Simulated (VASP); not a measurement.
Input of a VASP 6.6.1 run:

The input INCAR:

```
SYSTEM = Ti
ALGO     = Normal         ! electronic algorithm
EDIFF    = 1E-7           ! SCF threshold, eV
ENCUT    = 520            ! plane-wave cutoff, eV
GGA      = PS             ! functional
ISIF     = 2              ! what is computed and relaxed
ISMEAR   = 0              ! smearing method
LASPH    = .True.         ! aspherical terms in the spheres
LCHARG   = .False.        ! write CHGCAR
LREAL    = .False.        ! projectors in reciprocal space
LWAVE    = .False.        ! write WAVECAR
NBANDS   = 12             ! bands
NELM     = 100            ! most SCF steps
PREC     = Accurate       ! precision mode
SIGMA    = 0.15           ! smearing width, eV
```

The input KPOINTS:

```
k-points
0
Gamma
  20 20 20
  0 0 0
```

Contents of POSCAR:

```
Ti
1.0
    0.0000000000      1.9995500000      2.0604500000
    1.9995500000      0.0000000000      2.0604500000
    1.9995500000      1.9995500000      0.0000000000
Ti
1
Direct
    0.0000000000      0.0000000000      0.0000000000
```

Potentials or basis: VASP PAW PBE potentials, release 64 (Ti_sv).

Launch:

```bash
$ cat potpaw_PBE.64/Ti_sv/POTCAR > POTCAR
$ mpirun -np 1 vasp_std > vasp.out
```

Q: Predict the pressure.

A: 1.2 GPa.

Q: Predict the band gap on the k mesh.

A: Zero (band 6 reaches 9.49 eV, above the bottom of band 7 at 8.18 eV).

Stress tensor (GPa, compression positive):
```
1.54 0.00 0.00
0.00 1.54 0.00
0.00 0.00 0.47
```

Caveat: the cell differs from its parent crystal (strain -0.015 along x and y, +0.015 along z); the PAW data sets were made with another functional, which shifts forces and pressure a little.
